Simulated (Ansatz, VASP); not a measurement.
**NiO: VASP beside Ansatz**

```xyz
2
Lattice="0.0000 1.9867 1.9867 1.9867 0.0000 1.9867 1.9867 1.9867 0.0000" Properties=species:S:1:pos:R:3 pbc="T T T"
Ni    0.0000    0.0000    0.0000
O     1.9867    1.9867    1.9867
```

Change from the starting cell: strain -0.050 along x and y, -0.050 along z, atoms carried along.

Alike in both runs: task single point; functional PBEsol; k mesh 20 × 20 × 20; occupations gaussian, width 0.15 eV; collinear spin.

|  | VASP | Ansatz |
| --- | --- | --- |
| version | VASP 6.6.1 | Ansatz 0.2.0 |
| potentials or method | VASP PAW PBE potentials, release 64 (Ni, O), cutoff 520 eV | scalar-relativistic, plane waves, PAW |
| valence electrons in the cell | 16 | 24 |

Ansatz gave:

* gap on the k mesh at the Fermi level (eV): none
* pressure (GPa): 25.9
* net moment per atom (μB): 0.00

Q: What did VASP give for the same quantities?

A: gap on the k mesh at the Fermi level (eV): none; pressure (GPa): 26.4; net moment per atom (μB): 0.00.

VASP's potentials were made for PBE, not for PBEsol. A gap of «none» marks a metal or a gap that the smearing closes. VASP's potentials hold 16 valence electrons a cell and Ansatz's 24, so a difference there can come from the potentials and not from the codes. Ansatz's warnings: seeded moment not kept.
